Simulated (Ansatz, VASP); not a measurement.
One calculation of Re, two programs

```
CELL_PARAMETERS angstrom
0.00000 2.21534 1.62672
2.21534 0.00000 1.62672
2.21534 2.21534 0.00000
ATOMIC_POSITIONS crystal
Re 0.00000 0.00000 0.00000
```

Alike in both runs: task single point; functional PBE; k mesh 10 × 10 × 10; occupations gaussian, width 0.15 eV; no spin polarisation.

|  | VASP | Ansatz |
| --- | --- | --- |
| version | VASP 6.6.1 | Ansatz 0.2.0 |
| potentials or method | VASP PAW PBE potentials, release 64 (Re), cutoff 520 eV | scalar-relativistic, plane waves, PAW |
| valence electrons in the cell | 7 | 15 |

```csv
,VASP,Ansatz,Ansatz less VASP
gap on the k mesh at the Fermi level (eV),none,none,-
pressure (GPa),-18.3,-17.6,+0.69
"traceless stress, the component that is largest in VASP (GPa)",-0.04,-0.20,-0.157
```

A gap of «none» marks a metal or a gap that the smearing closes. VASP's potentials hold 7 valence electrons a cell and Ansatz's 15, so a difference there can come from the potentials and not from the codes.

Neither program's run includes spin-orbit coupling.
